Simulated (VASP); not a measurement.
# Si (P6_3/mmc) in VASP: further runs

Runs on Si. Level: PBE. Tasks: single point.

Everything below comes from runs of VASP 6.6.1. Logs are shortened: lines on timing, memory, paths and dates and some standing lists are left out, and cuts for length are marked.

### Step 1. The cell of the first run

It takes space group P6_3/mmc (No. 194, hexagonal). The conventional cell has a = 3.995 Å, b = 3.995 Å, c = 5.915 Å, α = 90.00°, β = 90.00°, γ = 120.00°. Within 3.1 Å of Si (site symmetry 3m) lie 4 Si at 2.38 Å.

This isn't the form of Si at room conditions, which is diamond.

### Step 2. Single point, PBE

INCAR

```
SYSTEM = Si
PREC = Accurate
ENCUT = 520
EDIFF = 1E-6
ISMEAR = 0
SIGMA = 0.05
LREAL = .False.
LASPH = .True.
NELM = 100
ALGO = Normal
ISIF = 2
LWAVE = .False.
LCHARG = .False.
GGA = PE
NBANDS = 16
```

KPOINTS

```
regular mesh
0
Gamma
  12 12 6
  0 0 0
```

POSCAR

```
Si
1.0
    3.9946794941      0.0000000000      0.0000000000
   -1.9973397471      3.4594939219      0.0000000000
    0.0000000000      0.0000000000      5.9153213949
Si
4
Direct
    0.3333333333      0.6666666667      0.0487915372
    0.6666666667      0.3333333333      0.5487915372
    0.3333333333      0.6666666667      0.4512084628
    0.6666666667      0.3333333333      0.9512084628
```

Potentials or basis: VASP PAW PBE potentials, release 64 (Si).

Run with:

```
cat potpaw_PBE.64/Si/POTCAR > POTCAR
mpirun -np 1 vasp_std > vasp.out
```

OUTCAR:

```text
SYSTEM = Si
   PREC = Accurate
   ENCUT = 520
   EDIFF = 1E-6
   ISMEAR = 0
   LREAL = .False.
   LASPH = .True.
   NELM = 100
   ISIF = 2
   GGA = PE

 ion  position               nearest neighbor table
   1  0.333  0.667  0.049-   4 2.38   4 2.38   4 2.38   3 2.38
   2  0.667  0.333  0.549-   3 2.38   3 2.38   3 2.38   4 2.38
   3  0.333  0.667  0.451-   2 2.38   2 2.38   2 2.38   1 2.38
   4  0.667  0.333  0.951-   1 2.38   1 2.38   1 2.38   2 2.38

  LATTYP: Found a hexagonal cell.
 ALAT       =     3.9946794941
 C/A-ratio  =     1.4808000000

  Lattice vectors:

 A1 = (   3.9946794941,   0.0000000000,   0.0000000000)
 A2 = (  -1.9973397471,   3.4594939219,   0.0000000000)
 A3 = (   0.0000000000,   0.0000000000,   5.9153213949)

Analysis of symmetry for initial positions (statically):
=====================================================================
 Subroutine PRICEL returns:
 Original cell was already a primitive cell.

 Routine SETGRP: Setting up the symmetry group for a
 hexagonal supercell.

 Subroutine GETGRP returns: Found 24 space group operations
 (whereof 12 operations were pure point group operations)
 out of a pool of 24 trial point group operations.

The static configuration has the point symmetry D_3d.
 The point group associated with its full space group is D_6h.

Analysis of symmetry for dynamics (positions and initial velocities):
=====================================================================
 Subroutine PRICEL returns:
 Original cell was already a primitive cell.

 Routine SETGRP: Setting up the symmetry group for a
 hexagonal supercell.

 Subroutine GETGRP returns: Found 24 space group operations
 (whereof 12 operations were pure point group operations)
 out of a pool of 24 trial point group operations.

The dynamic configuration has the point symmetry D_3d.
 The point group associated with its full space group is D_6h.

 Subroutine INISYM returns: Found 24 space group operations
 (whereof 12 operations are pure point group operations),
 and found     1 'primitive' translations

----------------------------------------------------------------------------------------

                                     Primitive cell

  volume of cell :      81.7472

  direct lattice vectors                    reciprocal lattice vectors
     3.994679494  0.000000000  0.000000000     0.250332975  0.144529810  0.000000000
    -1.997339747  3.459493922  0.000000000     0.000000000  0.289059620  0.000000000
     0.000000000  0.000000000  5.915321395     0.000000000  0.000000000  0.169052522

  length of vectors
     3.994679494  3.994679494  5.915321395     0.289059620  0.289059620  0.169052522

  position of ions in fractional coordinates (direct lattice)
     0.333333333  0.666666667  0.048791537
     0.666666667  0.333333333  0.548791537
     0.333333333  0.666666667  0.451208463
     0.666666667  0.333333333  0.951208463

  ion indices of the primitive-cell ions
   primitive index   ion index
                 1           1
                 2           2
                 3           3
                 4           4

----------------------------------------------------------------------------------------

 KPOINTS: regular mesh

Automatic generation of k-mesh.
 Grid dimensions read from file:
 generate k-points for:   12   12    6

 Generating k-lattice:

  Cartesian coordinates                     Fractional coordinates (reciprocal lattice)
     0.020861081  0.012044151  0.000000000     0.083333333 -0.000000000  0.000000000
     0.000000000  0.024088302  0.000000000     0.000000000  0.083333333  0.000000000
     0.000000000  0.000000000  0.028175420     0.000000000  0.000000000  0.166666667

  Length of vectors
     0.024088302  0.024088302  0.028175420

  Shift w.r.t. Gamma in fractional coordinates (k-lattice)
     0.000000000  0.000000000  0.000000000

 Subroutine IBZKPT returns following result:
 ===========================================

 Found     76 irreducible k-points:

 Following reciprocal coordinates:
            Coordinates               Weight
  0.000000  0.000000  0.000000      1.000000
  0.083333 -0.000000  0.000000      6.000000
  0.166667 -0.000000  0.000000      6.000000
  0.250000 -0.000000  0.000000      6.000000
  0.333333 -0.000000  0.000000      6.000000
  0.416667 -0.000000  0.000000      6.000000
[... 16 lines left out ...]
  0.250000 -0.000000  0.166667     12.000000
  0.333333 -0.000000  0.166667     12.000000
 [... further k-points ...]
   k-points           NKPTS =     76   k-points in BZ     NKDIM =     76   number of bands    NBANDS=     16
   number of dos      NEDOS =    301   number of ions     NIONS =      4
   total plane-waves  NPLWV =  43200
   dimension x,y,z NGX =    30 NGY =   30 NGZ =   48
   dimension x,y,z NGXF=    60 NGYF=   60 NGZF=   96
   ions per type =               4
   NGX,Y,Z   is equivalent  to a cutoff of  12.49, 12.49, 13.49 a.u.
   NGXF,Y,Z  is equivalent  to a cutoff of  24.97, 24.97, 26.98 a.u.
 SYSTEM =  Si
   PREC   = accura    normal or accurate (medium, high low for compatibility)
   ISTART =      0    job   : 0-new  1-cont  2-samecut
   ICHARG =      2    charge: 1-file 2-atom 10-const
   ISPIN  =      1    spin polarized calculation?
   LNONCOLLINEAR =      F non collinear calculations
   LSORBIT =      F    spin-orbit coupling
   LASPH  =      T    aspherical Exc in radial PAW
   ENCUT  =  520.0 eV  38.22 Ry    6.18 a.u.   7.43  7.43 11.00*2*pi/ulx,y,z
   NELM   =    100;   NELMIN=  2; NELMDL= -5     # of ELM steps
   EDIFF  = 0.1E-05   stopping-criterion for ELM
   LREAL  =      F    real-space projection
   EDIFFG = 0.1E-04   stopping-criterion for IOM
   NSW    =      0    number of steps for IOM
   IBRION =     -1    ionic relax: 0-MD 1-quasi-New 2-CG
   NFREE  =      0    steps in history (QN), initial steepest desc. (CG)
   ISIF   =      2    stress and relaxation
   ISYM   =      2    0-nonsym 1-usesym 2-fastsym
   POTIM  = 0.5000    time-step for ionic-motion
   TEBEG  =    0.0;   TEEND  =   0.0 temperature during run
   PSTRESS=    0.0 pullay stress
   NELECT =      16.0000    total number of electrons
   NUPDOWN=      -1.0000    fix difference up-down
   EMIN   =  10.00;   EMAX   =-10.00  energy-range for DOS
   EFERMI =   0.00;   METHOD = LEGACY
   ISMEAR =     0;   SIGMA  =   0.05  broadening in eV -4-tet -1-fermi 0-gaus
   EFERMI_NEDOS =   21; number of points for ismear=-14 and -15
   IALGO  =     38    algorithm
   IMIX   =      4    mixing-type and parameters
     AMIX     =   0.40;   BMIX     =  1.00
     AMIX_MAG =   1.60;   BMIX_MAG =  1.00
  volume/ion in A,a.u.               =      20.44       137.91
  Fermi-wavevector in a.u.,A,eV,Ry     =   0.950511  1.796206 12.292475  0.903471
  Thomas-Fermi vector in A             =   2.078895
   LORBIT       =      0    0 simple, 1 ext, 2 COOP (PROOUT), +10 PAW based schemes
   GGA     = PE    functional components
   LHFCALC =     F    Hartree Fock is set to
   AEXX    =    0.0000 exact exchange contribution
   IVDW    =     0    specifies the selected vdW correction
   LEPSILON=     F    determine dielectric tensor
   LRPA    =     F    only Hartree local field effects (RPA)
 non-spin polarized calculation
 Gauss-broadening in eV      SIGMA  =   0.05
  energy-cutoff  :      520.00
  volume of cell :       81.75
 maximum number of plane-waves:      2242
 NGX is ok and might be reduce to    30

 number of electron      15.9999999 magnetization

 Free energy of the ion-electron system (eV)
  ---------------------------------------------------
  ext. energy  EPLUGINS =         0.00000000
  ---------------------------------------------------
  free energy    TOTEN  =       -21.25406532 eV

  energy without entropy =      -21.25326436  energy(sigma->0) =      -21.25366484

 E-fermi :   5.7940     XC(G=0):  -9.3280

 val. band max:        5.7721809494   @ k =   0.0833   0.0833   0.0000
 cond. band min:       5.8234357157   @ k =   0.0833  -0.0000   0.1667
 fundamental gap:      0.0512547663
 Fermi energy:         5.7940486009

 k-point     1 :       0.0000    0.0000    0.0000
  band No.  band energies     occupation
      1      -6.2166      2.00000
      2      -3.4536      2.00000
      3      -0.7814      2.00000
      4       3.7043      2.00000
      5       3.7043      2.00000
      6       5.3567      2.00000
[... 8 lines left out ...]
     15       9.8805      0.00000
     16      11.4754      0.00000

 k-point     2 :       0.0833   -0.0000    0.0000
  band No.  band energies     occupation
      1      -6.1432      2.00000
      2      -3.3790      2.00000
      3      -0.7552      2.00000
      4       2.9836      2.00000
      5       3.5643      2.00000
      6       5.0057      2.00000
[... 8 lines left out ...]
     15      10.1510      0.00000
     16      11.1400      0.00000

 k-point     3 :       0.1667   -0.0000    0.0000
  band No.  band energies     occupation
      1      -5.9246      2.00000
      2      -3.1572      2.00000
      3      -0.7237      2.00000
      4       1.9183      2.00000
      5       3.2449      2.00000
      6       3.8879      2.00000
[... 8 lines left out ...]
     15      10.8816      0.00000
     16      10.9745      0.00000

 k-point     4 :       0.2500   -0.0000    0.0000
  band No.  band energies     occupation
      1      -5.5685      2.00000
      2      -2.7944      2.00000
      3      -0.8942      2.00000
      4       1.1755      2.00000
      5       2.7019      2.00000
      6       2.8993      2.00000
[... 8 lines left out ...]
     15      11.1877      0.00000
     16      11.9359      0.00000
[... 324 lines left out ...]
 k-point    22 :       0.1667   -0.0000    0.1667
  band No.  band energies     occupation
      1      -5.8199      2.00000
      2      -3.5831      2.00000
      3      -0.1673      2.00000
      4       2.0737      2.00000
      5       3.3317      2.00000
      6       3.4855      2.00000
[... 8 lines left out ...]
     15      10.6405      0.00000
     16      11.4487      0.00000

 k-point    23 :       0.2500   -0.0000    0.1667
  band No.  band energies     occupation
      1      -5.4644      2.00000
      2      -3.2345      2.00000
      3      -0.4689      2.00000
      4       1.4742      2.00000
      5       2.3106      2.00000
      6       2.9873      2.00000
[... 8 lines left out ...]
     15      11.4925      0.00000
     16      11.7330      0.00000

 k-point    24 :       0.3333   -0.0000    0.1667
  band No.  band energies     occupation
      1      -4.9912      2.00000
      2      -2.7899      2.00000
      3      -1.1805      2.00000
      4       1.2041      2.00000
      5       1.5084      2.00000
      6       2.7048      2.00000
[... 8 lines left out ...]
     15      12.0983      0.00000
     16      12.9086      0.00000

 [... further k-points ...]
[... 5 lines left out ...]
  --------------------------------------------------------------------------------------
  -------------------------------------------------------------------------------------
  Total       -2.4010644     -2.4010644      4.1327014      0.0000000      0.0000000      0.0000000
  in kB      -47.0588744    -47.0588744     80.9975265      0.0000000      0.0000000      0.0000000
  external PRESSURE =      -4.3734075 kB  Pullay stress =       0.0000000 kB

 VOLUME and BASIS-vectors are now :
 -----------------------------------------------------------------------------
  energy-cutoff  :      520.00
  volume of cell :       81.75
      direct lattice vectors                 reciprocal lattice vectors
     3.994679494  0.000000000  0.000000000     0.250332975  0.144529810  0.000000000
    -1.997339747  3.459493922  0.000000000     0.000000000  0.289059620  0.000000000
     0.000000000  0.000000000  5.915321395     0.000000000  0.000000000  0.169052522

 POSITION                                       TOTAL-FORCE (eV/Angst)
 -----------------------------------------------------------------------------------
     -0.00000      2.30633      0.28862        -0.000000      0.000000      0.748004
      1.99734      1.15316      3.24628         0.000000     -0.000000      0.748004
     -0.00000      2.30633      2.66904        -0.000000      0.000000     -0.748004
      1.99734      1.15316      5.62670         0.000000     -0.000000     -0.748004
 -----------------------------------------------------------------------------------
    total drift:                               -0.000000      0.000000     -0.000000

  FREE ENERGIE OF THE ION-ELECTRON SYSTEM (eV)
  ---------------------------------------------------
  free  energy   TOTEN  =       -21.2540653224 eV

  energy  without entropy=      -21.2532643596  energy(sigma->0) =      -21.25366484
```

Wall time 2.7 min (1 thread of Intel Xeon 8259CL, shared host); peak memory 0.23 GiB.

What came out:

| Property | Result |
| --- | --- |
| Free energy | -21.2541 eV |
| Pressure | -0.4 GPa |
| Largest force | 0.748 eV/Å |
| Band gap on the k mesh | zero (bands 8 and 9 overlap by 0.32 eV) |

Forces on the atoms (eV/Å):
```
Si   0.000  0.000  0.748
Si   0.000  0.000  0.748
Si   0.000  0.000 -0.748
Si   0.000  0.000 -0.748
```

Stress tensor (GPa, compression positive):
```
-4.71  0.00  0.00
 0.00 -4.71  0.00
 0.00  0.00  8.10
```

Levels at points of the mesh, in eV from the Fermi level:
```tsv
k point	band 4	band 5	band 6	band 7	band 8	band 9	band 10	band 11	band 12	band 13
(0.00, 0.00, 0.00)	-2.09	-2.09	-0.44	-0.21	-0.21	0.62	1.67	1.67	2.78	4.08
(0.50, 0.00, 0.00)	-5.60	-4.33	-3.42	-2.61	-1.43	-0.16	2.40	3.37	4.01	5.72
(0.00, 0.00, 0.50)	-3.16	-1.37	-1.37	-1.37	-1.37	0.68	0.68	2.69	2.69	2.69
(0.50, 0.00, 0.50)	-7.22	-2.65	-2.65	-1.59	-1.59	0.88	0.88	2.14	2.14	6.28
```

Caveat: semilocal functionals underestimate gaps, so a narrow gap can read as zero.

### Step 3. Single point, PBE

This run uses another cell than the first one, of the same volume but with other edges.

INCAR

```
SYSTEM = Si
PREC     = Accurate       ! precision mode
ENCUT    = 520            ! plane-wave cutoff, eV
EDIFF    = 1E-6           ! SCF threshold, eV
ISMEAR   = 0              ! smearing method
SIGMA    = 0.05           ! smearing width, eV
LREAL    = .FALSE.        ! projectors in reciprocal space
LASPH    = .TRUE.         ! aspherical terms in the spheres
NELM     = 80             ! most SCF steps
ALGO     = Normal         ! electronic algorithm
ISIF     = 2              ! what is computed and relaxed
LWAVE    = .FALSE.        ! write WAVECAR
LCHARG   = .FALSE.        ! write CHGCAR
GGA      = PE             ! functional
NBANDS   = 16             ! bands
```

KPOINTS

```
Automatic mesh
0
G
  12 12 6
  0 0 0
```

POSCAR

```
Si
1.0
    3.7865833161      0.0000000000      0.0000000000
   -1.8932916580      3.2792773453      0.0000000000
    0.0000000000      0.0000000000      6.5833537533
Si
4
Direct
    0.3333333333      0.6666666667      0.0582185610
    0.6666666667      0.3333333333      0.5582185610
    0.3333333333      0.6666666667      0.4417814390
    0.6666666667      0.3333333333      0.9417814390
```

Potentials or basis: VASP PAW PBE potentials, release 64 (Si).

Run with:

```
cat potpaw_PBE.64/Si/POTCAR > POTCAR
mpirun -np 1 vasp_std > vasp.out
```

OUTCAR:

```text
SYSTEM = Si
   PREC = Accurate
   ENCUT = 520
   EDIFF = 1E-6
   ISMEAR = 0
   LREAL = .FALSE.
   LASPH = .TRUE.
   NELM = 80
   ISIF = 2
   GGA = PE

 ion  position               nearest neighbor table
   1  0.333  0.667  0.058-   4 2.32   4 2.32   4 2.32   3 2.53
   2  0.667  0.333  0.558-   3 2.32   3 2.32   3 2.32   4 2.53
   3  0.333  0.667  0.442-   2 2.32   2 2.32   2 2.32   1 2.53
   4  0.667  0.333  0.942-   1 2.32   1 2.32   1 2.32   2 2.53

  LATTYP: Found a hexagonal cell.
 ALAT       =     3.7865833161
 C/A-ratio  =     1.7386000000

[... 648 lines left out ...]

 [... further k-points ...]
[... 5 lines left out ...]
  --------------------------------------------------------------------------------------
  -------------------------------------------------------------------------------------
  Total        2.6250841      2.6250841     -3.8101654      0.0000000      0.0000000      0.0000000
  in kB       51.4494755     51.4494755    -74.6760872      0.0000000      0.0000000      0.0000000
  external PRESSURE =       9.4076212 kB  Pullay stress =       0.0000000 kB

 VOLUME and BASIS-vectors are now :
 -----------------------------------------------------------------------------
  energy-cutoff  :      520.00
  volume of cell :       81.75
      direct lattice vectors                 reciprocal lattice vectors
     3.786583316  0.000000000  0.000000000     0.264090320  0.152472617  0.000000000
    -1.893291658  3.279277345  0.000000000     0.000000000  0.304945235  0.000000000
     0.000000000  0.000000000  6.583353753     0.000000000  0.000000000  0.151898263

 POSITION                                       TOTAL-FORCE (eV/Angst)
 -----------------------------------------------------------------------------------
     -0.00000      2.18618      0.38327         0.000000      0.000000      1.044552
      1.89329      1.09309      3.67495        -0.000000      0.000000      1.044552
     -0.00000      2.18618      2.90840         0.000000     -0.000000     -1.044552
      1.89329      1.09309      6.20008        -0.000000     -0.000000     -1.044552
 -----------------------------------------------------------------------------------
    total drift:                               -0.000000      0.000000     -0.000000

  FREE ENERGIE OF THE ION-ELECTRON SYSTEM (eV)
  ---------------------------------------------------
  free  energy   TOTEN  =       -21.4731895828 eV

  energy  without entropy=      -21.4731895828  energy(sigma->0) =      -21.47318958
```

OSZICAR:

```text
N       E                     dE             d eps       ncg     rms          rms(c)
DAV:   1     0.267059700820E+02    0.26706E+02   -0.59246E+03  2432   0.817E+02
DAV:   2    -0.198831843797E+02   -0.46589E+02   -0.42212E+02  3312   0.120E+02
DAV:   3    -0.218218785373E+02   -0.19387E+01   -0.19223E+01  3256   0.228E+01
DAV:   4    -0.218446843640E+02   -0.22806E-01   -0.22797E-01  3072   0.319E+00
DAV:   5    -0.218450799393E+02   -0.39558E-03   -0.39556E-03  3272   0.400E-01    0.683E+00
DAV:   6    -0.215854096185E+02    0.25967E+00   -0.11791E-01  2872   0.167E+00    0.414E+00
DAV:   7    -0.214706211858E+02    0.11479E+00   -0.24630E-01  3072   0.247E+00    0.277E-01
DAV:   8    -0.214727032006E+02   -0.20820E-02   -0.21689E-02  2832   0.810E-01    0.151E-01
DAV:   9    -0.214729963636E+02   -0.29316E-03   -0.77950E-04  3392   0.166E-01    0.100E-01
DAV:  10    -0.214731744680E+02   -0.17810E-03   -0.21511E-04  2792   0.752E-02    0.266E-02
DAV:  11    -0.214731865864E+02   -0.12118E-04   -0.43782E-05  3176   0.349E-02    0.172E-02
DAV:  12    -0.214731877085E+02   -0.11220E-05   -0.37893E-06  2864   0.108E-02    0.120E-02
DAV:  13    -0.214731895045E+02   -0.17961E-05   -0.31288E-06  2784   0.923E-03    0.575E-04
DAV:  14    -0.214731895828E+02   -0.78291E-07   -0.38484E-08  1624   0.120E-03
   1 F= -.21473190E+02 E0= -.21473190E+02  d E =-.781681E-13
```

Run time: 69 s. Hardware: 1 thread of Intel Xeon 8259CL, shared host; peak memory 0.22 GiB.

What came out:

- Free energy: -21.4732 eV
- Pressure: 0.9 GPa
- Largest force: 1.045 eV/Å
- Band gap on the k mesh: 0.68 eV (least direct gap 1.42 eV)

Forces on the atoms (eV/Å):
```
Si   0.000  0.000  1.045
Si   0.000  0.000  1.045
Si   0.000  0.000 -1.045
Si   0.000  0.000 -1.045
```

Caveat: forces of over 1 eV/Å act on the atoms, so gaps and moduli don't describe the material at rest.
